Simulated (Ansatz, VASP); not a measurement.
**Two plane-wave programs on Al3InSb4**

INCAR

```
SYSTEM = Al3InSb4
PREC = Accurate ; ENCUT = 500
EDIFF = 1E-6 ; ISMEAR = 0
SIGMA = 0.02 ; LREAL = .False.
LASPH = .True. ; NELM = 120
ALGO = Normal ; ISIF = 2
LWAVE = .False. ; LCHARG = .False.
GGA = CA ; NBANDS = 31
GGA_COMPAT = .False.
```

KPOINTS

```
Automatic mesh
0
Gamma
  6 6 4
  0 0 0
```

The input POSCAR:

```
Al3InSb4
1.0
   -3.0983773282      3.0983773282      0.0000000000
   -3.0914221224     -6.1897994506      3.0913338695
    3.0937681617      3.0937681617      6.1827545219
In Al Sb
1 3 4
Direct
    0.0006694148      0.0013388296      0.0009769984
    0.7511598667      0.5023197334      0.2537612847
    0.5002028626      0.0004057252      0.4993010912
    0.2479578318      0.4959156636      0.7458518676
    0.1956133846      0.3912267691      0.0653381949
    0.9362483279      0.8724966557      0.3242988951
    0.6856594896      0.3713189791      0.5618926583
    0.4324888221      0.8649776441      0.7985790098
```

Input for Ansatz:

```yaml
crystal:
  lattice:
    - [-3.0983773282, 3.0983773282, 0.0]
    - [-3.0914221224, -6.1897994506, 3.0913338695]
    - [3.0937681617, 3.0937681617, 6.1827545219]
  atoms:
    - { symbol: In, position: [0.0006694148, 0.0013388296, 0.0009769984] }
    - { symbol: Al, position: [0.7511598667, 0.5023197334, 0.2537612847] }
    - { symbol: Al, position: [0.5002028626, 0.0004057252, 0.4993010912] }
    - { symbol: Al, position: [0.2479578318, 0.4959156636, 0.7458518676] }
    - { symbol: Sb, position: [0.1956133846, 0.3912267691, 0.0653381949] }
    - { symbol: Sb, position: [0.9362483279, 0.8724966557, 0.3242988951] }
    - { symbol: Sb, position: [0.6856594896, 0.3713189791, 0.5618926583] }
    - { symbol: Sb, position: [0.4324888221, 0.8649776441, 0.7985790098] }
basis:
  ecutwfc: 420
kpoints:
  mp_grid: { grid: [6, 6, 4] }
  band_path:
    path:
      - [[0.0, 0.0, 0.0], [-0.54703999, 0.27351999, 0.0]]
      - [[-0.45296001, 0.72648001, 0.0], [0.0, 0.5, 0.0], [0.0, 0.0, 0.0], [0.0, 0.5, -0.5], [-0.4687047, 0.73435235, -0.5]]
      - [[-0.5312953, 0.26564765, -0.5], [0.0, 0.0, -0.5], [0.0, 0.0, 0.0]]
      - [[-0.5, 0.5, -0.5], [0.0, 0.0, 0.0], [-0.5, 0.5, 0.0]]
    npoints: 10
hamiltonian:
  xc: lda
  pseudopotentials: { kind: paw, azcp: { folder: soft_1 } }
scf:
  occupations: { method: gaussian, width: 0.02 }
  n_extra_bands: 10
output:
  forces: true
  stress: true
  eigenvalues: true
```

Alike in both runs: task single point; functional LDA; k mesh 6 × 6 × 4; occupations gaussian, width 0.02 eV; no spin polarisation.

|  | VASP | Ansatz |
| --- | --- | --- |
| version | VASP 6.6.1 | Ansatz 0.2.0 |
| potentials or method | VASP PAW LDA potentials, release 64 (In_d, Al, Sb), cutoff 500 eV | scalar-relativistic, plane waves, PAW |
| valence electrons in the cell | 42 | 82 |

|  | VASP | Ansatz | Ansatz less VASP |
| --- | --- | --- | --- |
| gap on the k mesh at the Fermi level (eV) | 0.91 | 0.90 | -0.004 |
| least direct gap on the mesh (eV) | 1.01 | 0.99 | -0.027 |
| pressure (GPa) | 0.3 | 0.0 | -0.29 |
| rms of the force components (eV/Å) | 0.006 | 0.000 | -0.0062 |

Ansatz warns that its potentials were made for another functional, while VASP's fit it. LDA's correlation is that of Perdew and Zunger in VASP and of Perdew and Wang (1992) in Ansatz. Atom by atom the forces differ by 0.006 eV/Å (rms over components). VASP's potentials hold 42 valence electrons a cell and Ansatz's 82, so a difference there can come from the potentials and not from the codes.

Neither program's run includes spin-orbit coupling.
